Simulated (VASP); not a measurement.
Write the native input for VASP 6.6.1 that does the following.

| Property | Result |
| --- | --- |
| Task | single point |
| Functional | PBEsol |
| Potentials or basis | VASP PAW PBE potentials, release 64 (Sr_sv) |
| Cutoff | 520 eV |
| k mesh | 12 × 12 × 8 |
| Occupations | gaussian, width 0.15 eV |
| Spin | no spin polarisation |
| Dipole correction | no |
| Further INCAR settings | ALGO = Fast; EDIFF = 1e-06; NBANDS = 17 |

The structure of Sr lies in POSCAR:

```
Sr
1.0
    4.4040537956      0.0000000000      0.0000000000
   -2.2020268978      3.2814869234      0.0000000000
    0.0000000000      0.0000000000      7.1997538023
Sr
2
Direct
    0.3333333333      0.6666666667      0.2500000000
    0.6666666667      0.3333333333      0.7500000000
```

This cell differs from its parent crystal: strain +e along x and -e along y +0.0733, strain +e along z and -e/2 along x and y +0.0467.

These files were run (other wordings do the same):

INCAR

```
SYSTEM = Sr
ALGO = Fast
EDIFF = 1E-6
ENCUT = 520
GGA = PS
ISIF = 2
ISMEAR = 0
LASPH = .TRUE.
LCHARG = .FALSE.
LREAL = .FALSE.
LWAVE = .FALSE.
NBANDS = 17
NELM = 80
PREC = Accurate
SIGMA = 0.15
```

KPOINTS

```
k-points
0
G
  12 12 8
  0 0 0
```

Potentials or basis: VASP PAW PBE potentials, release 64 (Sr_sv).

Launch:

```sh
$ cat potpaw_PBE.64/Sr_sv/POTCAR > POTCAR
$ mpirun -np 1 vasp_std > vasp.out
```

It gave:

```yaml
Pressure: 0.1 GPa
Largest_force: 0.107 eV/Å
Band_gap_on_the_k_mesh: zero (bands 10 and 11 overlap by 0.34 eV)
```

Caveat: the cell differs from its parent crystal (strain +e along x and -e along y +0.0733, strain +e along z and -e/2 along x and y +0.0467); the PAW data sets were made with another functional, which shifts forces and pressure a little.

Wall time 2.8 min on 1 thread of Intel(R) Xeon(R) 6975P-C (Granite Rapids), with other jobs on the host, peak memory 0.46 GiB.
